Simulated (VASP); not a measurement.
A run of VASP 6.6.1:

Contents of INCAR:

```
SYSTEM = Sn
PREC     = Accurate       ! precision mode
ENCUT    = 500            ! plane-wave cutoff, eV
EDIFF    = 1E-7           ! SCF threshold, eV
ISMEAR   = -1             ! smearing method
SIGMA    = 0.15           ! smearing width, eV
LREAL    = .False.        ! projectors in reciprocal space
LASPH    = .True.         ! aspherical terms in the spheres
NELM     = 120            ! most SCF steps
ALGO     = Normal         ! electronic algorithm
ISIF     = 4              ! what is computed and relaxed
LWAVE    = .False.        ! write WAVECAR
LCHARG   = .False.        ! write CHGCAR
GGA      = PS             ! functional
IBRION   = 2              ! ionic algorithm
NSW      = 80             ! ionic steps
EDIFFG   = -0.001         ! ionic threshold
GGA_COMPAT= .False.      
NELMIN   = 4
```

Contents of KPOINTS:

```
Automatic mesh
0
Gamma
  16 16 16
  0 0 0
```

POSCAR

```
Sn
1.0
   -2.9429782441      2.9429782441      1.5859393366
    2.9429782441     -2.9429782441      1.5859393366
    2.9429782441      2.9429782441     -1.5859393366
Sn
2
Direct
    0.0000000000      0.0000000000      0.0000000000
    0.7500000000      0.2500000000      0.5000000000
```

Potentials or basis: VASP PAW PBE potentials, release 64 (Sn_d).

Launch:

```bash
$ cat potpaw_PBE.64/Sn_d/POTCAR > POTCAR
$ mpirun -np 1 vasp_std > vasp.out
```

Hardware: 1 thread of Intel Xeon 6975P-C (shared host).

Q: Estimate the wall time of this run.

A: It took 5.5 min on 1 thread of Intel Xeon 6975P-C, on a shared host, peak memory 0.38 GiB. Counts: scf iterations 21, k points 349, ion steps 3.
